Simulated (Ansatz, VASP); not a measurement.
**Two plane-wave programs on Pb3Se**

The input INCAR:

```
ALGO     = Normal         # electronic algorithm
EDIFF    = 1E-6           # SCF threshold, eV
ENCUT    = 520            # plane-wave cutoff, eV
GGA      = PS             # functional
ISIF     = 2              # what is computed and relaxed
ISMEAR   = 0              # smearing method
LASPH    = T              # aspherical terms in the spheres
LCHARG   = T              # write CHGCAR
LELF     = T              # ELF
LREAL    = F              # projectors in reciprocal space
LVHAR    = T            
LWAVE    = F              # write WAVECAR
NBANDS   = 32             # bands
NELM     = 60             # most SCF steps
PREC     = Accurate       # precision mode
SIGMA    = 0.1            # smearing width, eV
```

Contents of KPOINTS:

```
k-points
0
Gamma
  8 8 8
```

POSCAR

```
Pb3Se
1.0
    5.0011617648      0.0000000000      0.0000000000
    0.0000000000      5.0011617648      0.0000000000
    0.0000000000      0.0000000000      5.0011617648
Pb Se
3 1
Direct
    0.0000000000      0.5000000000      0.5000000000
    0.5000000000      0.0000000000      0.5000000000
    0.5000000000      0.5000000000      0.0000000000
    0.0000000000      0.0000000000      0.0000000000
```

Input for Ansatz:

```yaml
crystal:
  lattice:
    - [5.0011617648, 0.0, 0.0]
    - [0.0, 5.0011617648, 0.0]
    - [0.0, 0.0, 5.0011617648]
  atoms:
    - { symbol: Pb, position: [0.0, 0.5, 0.5] }
    - { symbol: Pb, position: [0.5, 0.0, 0.5] }
    - { symbol: Pb, position: [0.5, 0.5, 0.0] }
    - { symbol: Se, position: [0.0, 0.0, 0.0] }
basis:
  ecutwfc: 420
kpoints:
  mp_grid: { grid: [8, 8, 8] }
hamiltonian:
  xc: pbesol
scf:
  occupations: { method: gaussian, width: 0.1 }
output:
  forces: true
  stress: true
  eigenvalues: true
```

Alike in both runs: task single point; functional PBEsol; k mesh 8 × 8 × 8; occupations gaussian, width 0.1 eV; no spin polarisation.

|  | VASP | Ansatz |
| --- | --- | --- |
| version | VASP 6.6.1 | Ansatz 0.2.0 |
| potentials or method | VASP PAW PBE potentials, release 64 (Pb_d, Se), cutoff 520 eV | scalar-relativistic, plane waves, PAW |
| valence electrons in the cell | 48 | 58 |

|  | VASP | Ansatz | Ansatz less VASP |
| --- | --- | --- | --- |
| gap on the k mesh at the Fermi level (eV) | none | none | - |
| pressure (GPa) | -4.5 | -4.5 | +0.05 |

VASP's potentials were made for PBE, not for PBEsol. A gap of «none» marks a metal or a gap that the smearing closes. With one functional, cell and mesh, what is left measures potentials, basis and numerics. VASP's potentials hold 48 valence electrons a cell and Ansatz's 58, so a difference there can come from the potentials and not from the codes.

Neither program's run includes spin-orbit coupling.
